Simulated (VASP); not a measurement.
# NbP (I4_1md) in VASP: single point with PBEsol

Aim: the single point of NbP with PBEsol.

Everything below comes from runs of VASP 6.6.1. Logs are shortened: lines on timing, memory, paths and dates and some standing lists are left out, and cuts for length are marked.

## 1. The cell of the first run

Symmetry: I4_1md, No. 109, tetragonal system. The conventional cell has a = 3.320 Å, b = 3.320 Å, c = 11.290 Å, α = 90.00°, β = 90.00°, γ = 90.00°. Within 3.4 Å of Nb (site symmetry 2mm) lie 6 P at 2.52 Å and 8 Nb at 3.27 to 3.32 Å. P (site symmetry 2mm) has 6 Nb at 2.52 Å and 8 P at 3.27 to 3.32 Å within 3.4 Å.

## 2. Single point, PBEsol

INCAR reads:

```
SYSTEM = NbP
ALGO = Normal
EDIFF = 1E-6
ENCUT = 500
GGA = PS
GGA_COMPAT = .False.
ISIF = 2
ISMEAR = 0
LASPH = .True.
LCHARG = .False.
LREAL = .False.
LWAVE = .False.
NBANDS = 26
NELM = 120
PREC = Accurate
SIGMA = 0.15
```

KPOINTS reads:

```
k-points
0
Gamma
  20 20 20
  0 0 0
```

POSCAR reads:

```
NbP
1.0
   -1.6601250185      1.6601250185      5.6451939432
    1.6601250185     -1.6601250185      5.6451939432
    1.6601250185      1.6601250185     -5.6451939432
Nb P
2 2
Direct
    0.7501874488      0.7501874488      0.0000000000
    0.5001874488      0.0001874488      0.5000000000
    0.3324411262      0.3324411262      0.0000000000
    0.0824411262      0.5824411262      0.5000000000
```

Potentials or basis: VASP PAW PBE potentials, release 64 (Nb_sv, P).

The run is started by

```sh
> cat potpaw_PBE.64/Nb_sv/POTCAR potpaw_PBE.64/P/POTCAR > POTCAR
> mpirun -np 1 vasp_std > vasp.out
```

OUTCAR:

```text
SYSTEM = NbP
   EDIFF = 1E-6
   ENCUT = 500
   GGA = PS
   ISIF = 2
   ISMEAR = 0
   LASPH = .True.
   LREAL = .False.
   NELM = 120
   PREC = Accurate

 ion  position               nearest neighbor table
   1  0.750  0.750  0.000-   4 2.52   4 2.52   3 2.52   3 2.52   3 2.52   3 2.52
   2  0.500  0.000  0.500-   3 2.52   3 2.52   4 2.52   4 2.52   4 2.52   4 2.52
   3  0.332  0.332  0.000-   2 2.52   2 2.52   1 2.52   1 2.52   1 2.52   1 2.52
   4  0.082  0.582  0.500-   1 2.52   1 2.52   2 2.52   2 2.52   2 2.52   2 2.52

  LATTYP: Found a body centered tetragonal cell.
 ALAT       =     3.3202500370
 C/A-ratio  =     3.4004631460

  Lattice vectors:

 A1 = (  -1.6601250185,   1.6601250185,   5.6451939432)
 A2 = (   1.6601250185,  -1.6601250185,   5.6451939432)
 A3 = (   1.6601250185,   1.6601250185,  -5.6451939432)

Analysis of symmetry for initial positions (statically):
=====================================================================
 Subroutine PRICEL returns:
 Original cell was already a primitive cell.

 Routine SETGRP: Setting up the symmetry group for a
 body centered tetragonal supercell.

 Subroutine GETGRP returns: Found  8 space group operations
 (whereof  4 operations were pure point group operations)
 out of a pool of 16 trial point group operations.

The static configuration has the point symmetry C_2v.
 The point group associated with its full space group is C_4v.

Analysis of symmetry for dynamics (positions and initial velocities):
=====================================================================
 Subroutine PRICEL returns:
 Original cell was already a primitive cell.

 Routine SETGRP: Setting up the symmetry group for a
 body centered tetragonal supercell.

 Subroutine GETGRP returns: Found  8 space group operations
 (whereof  4 operations were pure point group operations)
 out of a pool of 16 trial point group operations.

The dynamic configuration has the point symmetry C_2v.
 The point group associated with its full space group is C_4v.

 Subroutine INISYM returns: Found  8 space group operations
 (whereof  4 operations are pure point group operations),
 and found     1 'primitive' translations

----------------------------------------------------------------------------------------

                                     Primitive cell

  volume of cell :      62.2330

  direct lattice vectors                    reciprocal lattice vectors
    -1.660125019  1.660125019  5.645193943     0.000000000  0.301182137  0.088570916
     1.660125019 -1.660125019  5.645193943     0.301182137  0.000000000  0.088570916
     1.660125019  1.660125019 -5.645193943     0.301182137  0.301182137  0.000000000

  length of vectors
     6.113938568  6.113938568  6.113938568     0.313935482  0.313935482  0.425935862

  position of ions in fractional coordinates (direct lattice)
     0.750187449  0.750187449  0.000000000
     0.500187449  0.000187449  0.500000000
     0.332441126  0.332441126  0.000000000
     0.082441126  0.582441126  0.500000000

  ion indices of the primitive-cell ions
   primitive index   ion index
                 1           1
                 2           2
                 3           3
                 4           4

----------------------------------------------------------------------------------------

 KPOINTS: k-points

Automatic generation of k-mesh.
 Grid dimensions read from file:
 generate k-points for:   20   20   20

 Generating k-lattice:

  Cartesian coordinates                     Fractional coordinates (reciprocal lattice)
     0.000000000  0.015059107  0.004428546     0.050000000 -0.000000000  0.000000000
     0.015059107  0.000000000  0.004428546    -0.000000000  0.050000000  0.000000000
     0.015059107  0.015059107  0.000000000     0.000000000  0.000000000  0.050000000

  Length of vectors
     0.015696774  0.015696774  0.021296793

  Shift w.r.t. Gamma in fractional coordinates (k-lattice)
     0.000000000  0.000000000  0.000000000

 Subroutine IBZKPT returns following result:
 ===========================================

 Found    641 irreducible k-points:

 Following reciprocal coordinates:
            Coordinates               Weight
  0.000000  0.000000  0.000000      1.000000
  0.050000  0.000000 -0.000000      8.000000
  0.100000  0.000000 -0.000000      8.000000
  0.150000  0.000000  0.000000      8.000000
  0.200000  0.000000 -0.000000      8.000000
  0.250000  0.000000  0.000000      8.000000
[... 16 lines left out ...]
 -0.400000  0.050000  0.000000     16.000000
 -0.350000  0.050000  0.000000     16.000000
 [... further k-points ...]
   k-points           NKPTS =    641   k-points in BZ     NKDIM =    641   number of bands    NBANDS=     26
   number of dos      NEDOS =    301   number of ions     NIONS =      4
   total plane-waves  NPLWV = 110592
   dimension x,y,z NGX =    48 NGY =   48 NGZ =   48
   dimension x,y,z NGXF=    96 NGYF=   96 NGZF=   96
   ions per type =               2   2
   NGX,Y,Z   is equivalent  to a cutoff of  13.05, 13.05, 13.05 a.u.
   NGXF,Y,Z  is equivalent  to a cutoff of  26.10, 26.10, 26.10 a.u.
 SYSTEM =  NbP
   PREC   = accura    normal or accurate (medium, high low for compatibility)
   ISTART =      0    job   : 0-new  1-cont  2-samecut
   ICHARG =      2    charge: 1-file 2-atom 10-const
   ISPIN  =      1    spin polarized calculation?
   LNONCOLLINEAR =      F non collinear calculations
   LSORBIT =      F    spin-orbit coupling
   LASPH  =      T    aspherical Exc in radial PAW
   ENCUT  =  500.0 eV  36.75 Ry    6.06 a.u.  11.15 11.15 11.15*2*pi/ulx,y,z
   NELM   =    120;   NELMIN=  2; NELMDL= -5     # of ELM steps
   EDIFF  = 0.1E-05   stopping-criterion for ELM
   LREAL  =      F    real-space projection
   EDIFFG = 0.1E-04   stopping-criterion for IOM
   NSW    =      0    number of steps for IOM
   IBRION =     -1    ionic relax: 0-MD 1-quasi-New 2-CG
   NFREE  =      0    steps in history (QN), initial steepest desc. (CG)
   ISIF   =      2    stress and relaxation
   ISYM   =      2    0-nonsym 1-usesym 2-fastsym
   POTIM  = 0.5000    time-step for ionic-motion
   TEBEG  =    0.0;   TEEND  =   0.0 temperature during run
   PSTRESS=    0.0 pullay stress
   NELECT =      36.0000    total number of electrons
   NUPDOWN=      -1.0000    fix difference up-down
   EMIN   =  10.00;   EMAX   =-10.00  energy-range for DOS
   EFERMI =   0.00;   METHOD = LEGACY
   ISMEAR =     0;   SIGMA  =   0.15  broadening in eV -4-tet -1-fermi 0-gaus
   EFERMI_NEDOS =   21; number of points for ismear=-14 and -15
   IALGO  =     38    algorithm
   IMIX   =      4    mixing-type and parameters
     AMIX     =   0.40;   BMIX     =  1.00
     AMIX_MAG =   1.60;   BMIX_MAG =  1.00
  volume/ion in A,a.u.               =      15.56       104.99
  Fermi-wavevector in a.u.,A,eV,Ry     =   1.364066  2.577712 25.316050  1.860677
  Thomas-Fermi vector in A             =   2.490415
   LORBIT       =      0    0 simple, 1 ext, 2 COOP (PROOUT), +10 PAW based schemes
   GGA     = PS    functional components
   LHFCALC =     F    Hartree Fock is set to
   AEXX    =    0.0000 exact exchange contribution
   IVDW    =     0    specifies the selected vdW correction
   LEPSILON=     F    determine dielectric tensor
   LRPA    =     F    only Hartree local field effects (RPA)
 non-spin polarized calculation
 Gauss-broadening in eV      SIGMA  =   0.15
  energy-cutoff  :      500.00
  volume of cell :       62.23
 maximum number of plane-waves:      1602
 NGX is ok and might be reduce to    48
   NGX = 23   NGY = 23   NGZ = 23

 number of electron      36.0000001 magnetization

 Free energy of the ion-electron system (eV)
  ---------------------------------------------------
  ext. energy  EPLUGINS =         0.00000000
  ---------------------------------------------------
  free energy    TOTEN  =       -37.84260718 eV

  energy without entropy =      -37.83806150  energy(sigma->0) =      -37.84033434

 E-fermi :  10.9153     XC(G=0): -12.2681

 val. band max:       10.9124482410   @ k =  -0.0500  -0.4500   0.0500
 cond. band min:      10.9220050630   @ k =  -0.1000  -0.4000   0.1000
 fundamental gap:      0.0095568220
 Fermi energy:        10.9152799442

 k-point     1 :       0.0000    0.0000    0.0000
  band No.  band energies     occupation
      1     -43.8192      2.00000
      2     -43.7735      2.00000
      3     -20.1639      2.00000
      4     -19.9253      2.00000
      5     -19.9253      2.00000
      6     -19.7700      2.00000
[... 18 lines left out ...]
     25      15.1395      0.00000
     26      15.1395      0.00000

 k-point     2 :       0.0500    0.0000   -0.0000
  band No.  band energies     occupation
      1     -43.8185      2.00000
      2     -43.7733      2.00000
      3     -20.1612      2.00000
      4     -19.9331      2.00000
      5     -19.9247      2.00000
      6     -19.7779      2.00000
[... 18 lines left out ...]
     25      15.1187      0.00000
     26      15.2743      0.00000

 k-point     3 :       0.1000    0.0000   -0.0000
  band No.  band energies     occupation
      1     -43.8165      2.00000
      2     -43.7725      2.00000
      3     -20.1535      2.00000
      4     -19.9553      2.00000
      5     -19.9230      2.00000
      6     -19.7996      2.00000
[... 18 lines left out ...]
     25      15.2149      0.00000
     26      15.6286      0.00000

 k-point     4 :       0.1500    0.0000    0.0000
  band No.  band energies     occupation
      1     -43.8132      2.00000
      2     -43.7713      2.00000
      3     -20.1422      2.00000
      4     -19.9886      2.00000
      5     -19.9202      2.00000
      6     -19.8319      2.00000
[... 18 lines left out ...]
     25      15.4655      0.00000
     26      16.1047      0.00000
[... 496 lines left out ...]
      1     -43.7881      2.00000
      2     -43.7649      2.00000
      3     -20.2489      2.00000
      4     -20.0773      2.00000
      5     -19.9674      2.00000
      6     -19.9079      2.00000
[... 18 lines left out ...]
     25      15.7493      0.00000
     26      17.5122      0.00000

 k-point    23 :      -0.4000    0.0500    0.0000
  band No.  band energies     occupation
      1     -43.7908      2.00000
      2     -43.7650      2.00000
      3     -20.2280      2.00000
      4     -20.0666      2.00000
      5     -19.9742      2.00000
      6     -19.9097      2.00000
[... 18 lines left out ...]
     25      15.6256      0.00000
     26      17.5975      0.00000

 k-point    24 :      -0.3500    0.0500    0.0000
  band No.  band energies     occupation
      1     -43.7948      2.00000
      2     -43.7654      2.00000
      3     -20.1965      2.00000
      4     -20.0589      2.00000
      5     -19.9708      2.00000
      6     -19.9124      2.00000
[... 18 lines left out ...]
     25      15.7700      0.00000
     26      17.5481      0.00000

 [... further k-points ...]

------------------------ aborting loop because EDIFF is reached ----------------------------------------

  FORCE on cell =-STRESS in cart. coord.  units (eV):
  Direction    XX          YY          ZZ          XY          YZ          ZX
  --------------------------------------------------------------------------------------
  -------------------------------------------------------------------------------------
  Total       -0.0990609     -0.0990609     -0.1208754      0.0000000      0.0000000      0.0000000
  in kB       -2.5503079     -2.5503079     -3.1119184      0.0000000      0.0000000      0.0000000
  external PRESSURE =      -2.7375114 kB  Pullay stress =       0.0000000 kB

 VOLUME and BASIS-vectors are now :
 -----------------------------------------------------------------------------
  energy-cutoff  :      500.00
  volume of cell :       62.23
      direct lattice vectors                 reciprocal lattice vectors
    -1.660125019  1.660125019  5.645193943     0.000000000  0.301182137  0.088570916
     1.660125019 -1.660125019  5.645193943     0.301182137  0.000000000  0.088570916
     1.660125019  1.660125019 -5.645193943     0.301182137  0.301182137  0.000000000

 POSITION                                       TOTAL-FORCE (eV/Angst)
 -----------------------------------------------------------------------------------
      0.00000      0.00000      8.46991        -0.000000      0.000000     -0.002733
      0.00000      1.66013      0.00212         0.000000     -0.000000     -0.002733
      0.00000      0.00000      3.75339         0.000000     -0.000000      0.002733
      1.66013      0.00000      0.93079        -0.000000      0.000000      0.002733
 -----------------------------------------------------------------------------------
    total drift:                                0.000000      0.000000     -0.000271

  FREE ENERGIE OF THE ION-ELECTRON SYSTEM (eV)
  ---------------------------------------------------
  free  energy   TOTEN  =       -37.8426071783 eV

  energy  without entropy=      -37.8380614982  energy(sigma->0) =      -37.84033434
```

It took 55 min on 1 thread of Oxide Virtual Turin-like, shared host; peak memory 0.91 GiB.

Results:

```
Free energy            : -37.8426 eV
Pressure               : -0.3 GPa
Band gap on the k mesh : zero (bands 18 and 19 overlap by 0.14 eV)
```

Forces in eV/Å, atoms in the order of the input:
```
Nb   0.000  0.000 -0.003
Nb   0.000  0.000 -0.003
P    0.000  0.000  0.003
P    0.000  0.000  0.003
```

Caveat: the PAW data sets were made with another functional, which shifts forces and pressure a little.
